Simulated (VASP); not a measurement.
Write the native input for VASP 6.6.1 that does the following.

```
Task                   : single point
Functional             : PBE
Dispersion             : D3(BJ)
Potentials or basis    : VASP PAW PBE potentials, release 64 (B, N)
Cutoff                 : 520 eV
k mesh                 : 12 × 12 × 12
Occupations            : gaussian, width 0.02 eV
Spin                   : no spin polarisation
Dipole correction      : no
Further INCAR settings : ALGO = Normal; EDIFF = 1e-07; NBANDS = 11
```

The structure of BN lies in POSCAR:

```
BN
1.0
    0.0000000000      3.5305313449      2.1722892292
    1.2551514904      0.0000000000      2.1722892292
    1.2551514904      3.5305313449      0.0000000000
B N
1 1
Direct
    0.0000729367      0.0000729367      0.9999270633
    0.6666270533      0.6666270533      0.3333729467
```

These files were run (other wordings do the same):

INCAR

```
SYSTEM = BN
PREC = Accurate
ENCUT = 520
EDIFF = 1E-7
ISMEAR = 0
SIGMA = 0.02
LREAL = .False.
LASPH = .True.
NELM = 60
ALGO = Normal
ISIF = 2
LWAVE = .False.
LCHARG = .False.
GGA = PE
IVDW = 12
NBANDS = 11
```

KPOINTS

```
regular mesh
0
Gamma
  12 12 12
  0 0 0
```

Potentials or basis: VASP PAW PBE potentials, release 64 (B, N).

Command:

```sh
$ cat potpaw_PBE.64/B/POTCAR potpaw_PBE.64/N/POTCAR > POTCAR
$ mpirun -np 1 vasp_std > vasp.out
```

Results of the run:

```
Pressure                   : -1.1 GPa
Band gap on the k mesh     : 3.87 eV (least direct gap 4.54 eV)
Dispersion energy per atom : -0.130 eV
```

It took 110 s on 1 thread of Intel Xeon 8259CL, with other jobs on the host, peak memory 0.2 GiB.
